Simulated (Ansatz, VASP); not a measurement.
# P: VASP beside Ansatz

```
P
1.0
     2.59533    0.00000    0.00000
    -1.29766    2.24762    0.00000
     0.00000    0.00000    9.69047
P
4
Direct
  0.00000 0.00000 0.00000
  0.00000 0.00000 0.50000
  0.33333 0.66667 0.25000
  0.66667 0.33333 0.75000
```

Alike in both runs: task single point; functional PBE; k mesh 15 × 15 × 4; occupations fermi-dirac, width 0.1 eV; no spin polarisation.

|  | VASP | Ansatz |
| --- | --- | --- |
| version | VASP 6.6.1 | Ansatz 0.2.0 |
| potentials or method | VASP PAW PBE potentials, release 64 (P), cutoff 520 eV | plane waves (420 eV) with PAW, scalar-relativistic |
| valence electrons in the cell | 20 | 20 |

VASP gave:

| Item | Value |
| --- | --- |
| pressure (GPa) | 3.5 |
| traceless stress, the component that is largest in VASP (GPa) | -0.67 |

Question: What did Ansatz give for the same quantities?

Answer: Pressure (GPa): 3.8; traceless stress, the component that is largest in VASP (GPa): -0.74.
